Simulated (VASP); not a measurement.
# In in VASP: single point with PBE

Aim: the single point of In with PBE.

All numbers are computed with VASP 6.6.1; they aren't measurements. Logs are shortened: lines on timing, memory, paths and dates and some standing lists are left out, and cuts for length are marked.

### Step 1. The cell of the first run

The cell holds a slab with vacuum, 12 atoms: a = 3.251 Å, b = 3.251 Å, c = 45.211 Å, α = 90.00°, β = 90.00°, γ = 90.00°.

### Step 2. Single point, PBE

The input, INCAR:

```
PREC = Accurate
ENCUT = 520
EDIFF = 1E-7
ISMEAR = 1
SIGMA = 0.05
LREAL = False
LASPH = True
NELM = 100
ALGO = Normal
ISIF = 2
LWAVE = False
LCHARG = True
LDIPOL = True
IDIPOL = 3
DIPOL = 0.5 0.5 0.500
GGA = PE
LELF = True
LVHAR = True
LVACPOTAV = True
NBANDS = 90
```

The input, KPOINTS:

```
regular mesh
0
Gamma
  13 13 1
```

The input, POSCAR:

```
In
1.0
    3.2509400000      0.0000000000      0.0000000000
    0.0000000000      3.2509400000      0.0000000000
    0.0000000000      0.0000000000     45.2107000000
In
12
Direct
    0.0000000000      0.0000000000      0.1990679198
    0.5000000000      0.5000000000      0.2537828434
    0.0000000000      0.0000000000      0.3084977671
    0.5000000000      0.5000000000      0.3632126908
    0.0000000000      0.0000000000      0.4179276145
    0.5000000000      0.5000000000      0.4726425382
    0.0000000000      0.0000000000      0.5273574618
    0.5000000000      0.5000000000      0.5820723855
    0.0000000000      0.0000000000      0.6367873092
    0.5000000000      0.5000000000      0.6915022329
    0.0000000000      0.0000000000      0.7462171566
    0.5000000000      0.5000000000      0.8009320802
```

Potentials or basis: VASP PAW PBE potentials, release 64 (In_d).

Run with:

```sh
$ cat potpaw_PBE.64/In_d/POTCAR > POTCAR
$ mpirun -np 1 vasp_std > vasp.out
```

OUTCAR:

```text
PREC = Accurate
   ENCUT = 520
   EDIFF = 1E-7
   ISMEAR = 1
   LREAL = False
   LASPH = True
   NELM = 100
   ISIF = 2
   GGA = PE

 ion  position               nearest neighbor table
   1  0.000  0.000  0.199-   2 3.38   2 3.38   2 3.38   2 3.38
   2  0.500  0.500  0.254-   1 3.38   1 3.38   1 3.38   1 3.38   3 3.38   3 3.38   3 3.38   3 3.38

   3  0.000  0.000  0.308-   2 3.38   4 3.38   2 3.38   4 3.38   2 3.38   4 3.38   2 3.38   4 3.38

   4  0.500  0.500  0.363-   3 3.38   3 3.38   3 3.38   3 3.38   5 3.38   5 3.38   5 3.38   5 3.38
[... 11 lines left out ...]
  10  0.500  0.500  0.692-   9 3.38  11 3.38   9 3.38  11 3.38   9 3.38  11 3.38   9 3.38  11 3.38

  11  0.000  0.000  0.746-  12 3.38  12 3.38  12 3.38  12 3.38  10 3.38  10 3.38  10 3.38  10 3.38

  12  0.500  0.500  0.801-  11 3.38  11 3.38  11 3.38  11 3.38

  LATTYP: Found a simple tetragonal cell.
 ALAT       =     3.2509400000
 C/A-ratio  =    13.9069622940

  Lattice vectors:

 A1 = (   3.2509400000,   0.0000000000,   0.0000000000)
 A2 = (   0.0000000000,   3.2509400000,   0.0000000000)
 A3 = (   0.0000000000,   0.0000000000,  45.2107000000)

Analysis of symmetry for initial positions (statically):
=====================================================================
 Subroutine PRICEL returns:
 Original cell was already a primitive cell.

 Routine SETGRP: Setting up the symmetry group for a
 simple tetragonal supercell.

 Subroutine GETGRP returns: Found 16 space group operations
 (whereof  8 operations were pure point group operations)
 out of a pool of 16 trial point group operations.

The static configuration has the point symmetry C_4v.
 The point group associated with its full space group is D_4h.

Analysis of symmetry for dynamics (positions and initial velocities):
=====================================================================
 Subroutine PRICEL returns:
 Original cell was already a primitive cell.

 Routine SETGRP: Setting up the symmetry group for a
 simple tetragonal supercell.

 Subroutine GETGRP returns: Found 16 space group operations
 (whereof  8 operations were pure point group operations)
 out of a pool of 16 trial point group operations.

The dynamic configuration has the point symmetry C_4v.
 The point group associated with its full space group is D_4h.

 Subroutine INISYM returns: Found 16 space group operations
 (whereof  8 operations are pure point group operations),
 and found     1 'primitive' translations

----------------------------------------------------------------------------------------

                                     Primitive cell

  volume of cell :     477.8143

  direct lattice vectors                    reciprocal lattice vectors
     3.250940000  0.000000000  0.000000000     0.307603339  0.000000000  0.000000000
     0.000000000  3.250940000  0.000000000     0.000000000  0.307603339  0.000000000
     0.000000000  0.000000000 45.210700000     0.000000000  0.000000000  0.022118658

  length of vectors
     3.250940000  3.250940000 45.210700000     0.307603339  0.307603339  0.022118658

  position of ions in fractional coordinates (direct lattice)
     0.000000000  0.000000000  0.199067920
     0.500000000  0.500000000  0.253782843
     0.000000000  0.000000000  0.308497767
     0.500000000  0.500000000  0.363212691
     0.000000000  0.000000000  0.417927615
     0.500000000  0.500000000  0.472642538
     0.000000000  0.000000000  0.527357462
     0.500000000  0.500000000  0.582072385
     0.000000000  0.000000000  0.636787309
     0.500000000  0.500000000  0.691502233
     0.000000000  0.000000000  0.746217157
     0.500000000  0.500000000  0.800932080

  ion indices of the primitive-cell ions
   primitive index   ion index
                 1           1
                 2           2
                 3           3
                 4           4
                 5           5
                 6           6
                 7           7
                 8           8
                 9           9
                10          10
                11          11
                12          12

----------------------------------------------------------------------------------------

 KPOINTS: regular mesh

Automatic generation of k-mesh.
 Grid dimensions read from file:
 generate k-points for:   13   13    1

 Generating k-lattice:

  Cartesian coordinates                     Fractional coordinates (reciprocal lattice)
     0.023661795  0.000000000  0.000000000     0.076923077  0.000000000  0.000000000
     0.000000000  0.023661795  0.000000000     0.000000000  0.076923077  0.000000000
     0.000000000  0.000000000  0.022118658     0.000000000  0.000000000  1.000000000

  Length of vectors
     0.023661795  0.023661795  0.022118658

  Shift w.r.t. Gamma in fractional coordinates (k-lattice)
     0.000000000  0.000000000  0.000000000

 Subroutine IBZKPT returns following result:
 ===========================================

 Found     28 irreducible k-points:

 Following reciprocal coordinates:
            Coordinates               Weight
  0.000000  0.000000  0.000000      1.000000
  0.076923  0.000000  0.000000      4.000000
  0.153846  0.000000  0.000000      4.000000
  0.230769  0.000000  0.000000      4.000000
  0.307692  0.000000  0.000000      4.000000
  0.384615  0.000000  0.000000      4.000000
[... 16 lines left out ...]
  0.307692  0.307692  0.000000      4.000000
  0.384615  0.307692  0.000000      8.000000
 [... further k-points ...]
   k-points           NKPTS =     28   k-points in BZ     NKDIM =     28   number of bands    NBANDS=     90
   number of dos      NEDOS =    301   number of ions     NIONS =     12
   total plane-waves  NPLWV = 193536
   dimension x,y,z NGX =    24 NGY =   24 NGZ =  336
   dimension x,y,z NGXF=    48 NGYF=   48 NGZF=  672
   ions per type =              12
   NGX,Y,Z   is equivalent  to a cutoff of  12.27, 12.27, 12.36 a.u.
   NGXF,Y,Z  is equivalent  to a cutoff of  24.55, 24.55, 24.71 a.u.
 SYSTEM =  unknown system
   PREC   = accura    normal or accurate (medium, high low for compatibility)
   ISTART =      0    job   : 0-new  1-cont  2-samecut
   ICHARG =      2    charge: 1-file 2-atom 10-const
   ISPIN  =      1    spin polarized calculation?
   LNONCOLLINEAR =      F non collinear calculations
   LSORBIT =      F    spin-orbit coupling
   LASPH  =      T    aspherical Exc in radial PAW
   ENCUT  =  520.0 eV  38.22 Ry    6.18 a.u.   6.04  6.04 84.06*2*pi/ulx,y,z
   NELM   =    100;   NELMIN=  2; NELMDL= -5     # of ELM steps
   EDIFF  = 0.1E-06   stopping-criterion for ELM
   LREAL  =      F    real-space projection
   EDIFFG = 0.1E-05   stopping-criterion for IOM
   NSW    =      0    number of steps for IOM
   IBRION =     -1    ionic relax: 0-MD 1-quasi-New 2-CG
   NFREE  =      0    steps in history (QN), initial steepest desc. (CG)
   ISIF   =      2    stress and relaxation
   ISYM   =      2    0-nonsym 1-usesym 2-fastsym
   POTIM  = 0.5000    time-step for ionic-motion
   TEBEG  =    0.0;   TEEND  =   0.0 temperature during run
   PSTRESS=    0.0 pullay stress
   NELECT =     156.0000    total number of electrons
   NUPDOWN=      -1.0000    fix difference up-down
   EMIN   =  10.00;   EMAX   =-10.00  energy-range for DOS
   EFERMI =   0.00;   METHOD = LEGACY
   ISMEAR =     1;   SIGMA  =   0.05  broadening in eV -4-tet -1-fermi 0-gaus
   EFERMI_NEDOS =   21; number of points for ismear=-14 and -15
   IALGO  =     38    algorithm
   IMIX   =      4    mixing-type and parameters
     AMIX     =   0.40;   BMIX     =  1.00
     AMIX_MAG =   1.60;   BMIX_MAG =  1.00
  volume/ion in A,a.u.               =      39.82       268.70
  Fermi-wavevector in a.u.,A,eV,Ry     =   1.127275  2.130241 17.289597  1.270750
  Thomas-Fermi vector in A             =   2.263961
   LORBIT       =      0    0 simple, 1 ext, 2 COOP (PROOUT), +10 PAW based schemes
   GGA     = PE    functional components
   LHFCALC =     F    Hartree Fock is set to
   AEXX    =    0.0000 exact exchange contribution
   IVDW    =     0    specifies the selected vdW correction
   LEPSILON=     F    determine dielectric tensor
   LRPA    =     F    only Hartree local field effects (RPA)
 non-spin polarized calculation
 Methfessel and Paxton  Order N= 1 SIGMA  =   0.05
  energy-cutoff  :      520.00
  volume of cell :      477.81
 maximum number of plane-waves:     12972
   NGX = 13   NGY = 13   NGZ =169

 dipolmoment           0.000000      0.000000      0.000000 electrons x Angstroem

 number of electron     155.9999931 magnetization

 dipolmoment           0.000000      0.000000     -0.000000 electrons x Angstroem

 Free energy of the ion-electron system (eV)
  ---------------------------------------------------
  ext. energy  EPLUGINS =         0.00000000
  ---------------------------------------------------
  free energy    TOTEN  =       -30.25387811 eV

  energy without entropy =      -30.25439056  energy(sigma->0) =      -30.25404892

 E-fermi :   3.6701     XC(G=0):  -7.1012

 val. band max:        3.6366222499   @ k =   0.4615   0.3846   0.0000
 cond. band min:       3.6751696758   @ k =   0.3077   0.2308   0.0000
 fundamental gap:      0.0385474259
 Fermi energy:         3.6701398217

 k-point     1 :       0.0000    0.0000    0.0000
  band No.  band energies     occupation
      1     -11.2748      2.00000
      2     -11.2574      2.00000
      3     -11.2404      2.00000
      4     -11.2247      2.00000
      5     -11.1964      2.00000
      6     -11.1763      2.00000
[... 2221 lines left out ...]
     89       5.7032      0.00000
     90       5.9556      0.00000

 [... further k-points ...]

------------------------ aborting loop because EDIFF is reached ----------------------------------------

  FORCE on cell =-STRESS in cart. coord.  units (eV):
  Direction    XX          YY          ZZ          XY          YZ          ZX
  --------------------------------------------------------------------------------------
  -------------------------------------------------------------------------------------
  Total        2.3284375      2.3284375      3.4698347      0.0000000     -0.0000000      0.0000000
  in kB        7.8075724      7.8075724     11.6348351      0.0000000     -0.0000000      0.0000000
  external PRESSURE =       9.0833267 kB  Pullay stress =       0.0000000 kB

 VOLUME and BASIS-vectors are now :
 -----------------------------------------------------------------------------
  energy-cutoff  :      520.00
  volume of cell :      477.81
      direct lattice vectors                 reciprocal lattice vectors
     3.250940000  0.000000000  0.000000000     0.307603339  0.000000000  0.000000000
     0.000000000  3.250940000  0.000000000     0.000000000  0.307603339  0.000000000
     0.000000000  0.000000000 45.210700000     0.000000000  0.000000000  0.022118658

 POSITION                                       TOTAL-FORCE (eV/Angst)
 -----------------------------------------------------------------------------------
      0.00000      0.00000      9.00000         0.000000      0.000000     -0.093859
      1.62547      1.62547     11.47370         0.000000      0.000000     -0.015203
      0.00000      0.00000     13.94740         0.000000      0.000000     -0.040832
      1.62547      1.62547     16.42110         0.000000      0.000000     -0.000283
      0.00000      0.00000     18.89480         0.000000      0.000000      0.005870
      1.62547      1.62547     21.36850         0.000000      0.000000     -0.014851
      0.00000      0.00000     23.84220        -0.000000      0.000000      0.014851
      1.62547      1.62547     26.31590         0.000000      0.000000     -0.005870
      0.00000      0.00000     28.78960         0.000000      0.000000      0.000283
      1.62547      1.62547     31.26330         0.000000     -0.000000      0.040832
      0.00000      0.00000     33.73700        -0.000000      0.000000      0.015203
      1.62547      1.62547     36.21070        -0.000000      0.000000      0.093859
 -----------------------------------------------------------------------------------
    total drift:                                0.000000     -0.000000      0.000000

  FREE ENERGIE OF THE ION-ELECTRON SYSTEM (eV)
  ---------------------------------------------------
  free  energy   TOTEN  =       -30.2538781068 eV

  energy  without entropy=      -30.2543905583  energy(sigma->0) =      -30.25404892

 vacuum level on the upper side and lower side of the slab         7.517         7.517
```

Run time: 48 min. Hardware: 1 thread of AMD EPYC 9R45 (Zen 5), shared host; peak memory 0.95 GiB.

What came out:

- Free energy: -30.2539 eV
- Largest force: 0.094 eV/Å
- Band gap on the k mesh: zero (bands 78 and 79 overlap by 4.39 eV)

Forces in eV/Å, atoms in the order of the input:
```
In   0.000  0.000 -0.094
In   0.000  0.000 -0.015
In   0.000  0.000 -0.041
In   0.000  0.000  0.000
In   0.000  0.000  0.006
In   0.000  0.000 -0.015
In   0.000  0.000  0.015
In   0.000  0.000 -0.006
In   0.000  0.000  0.000
In   0.000  0.000  0.041
In   0.000  0.000  0.015
In   0.000  0.000  0.094
```

Caveat: spin-orbit coupling is left out, which moves the levels of the heavy elements.

The gap in the log of VASP goes by the Fermi energy; the results here count the filled bands.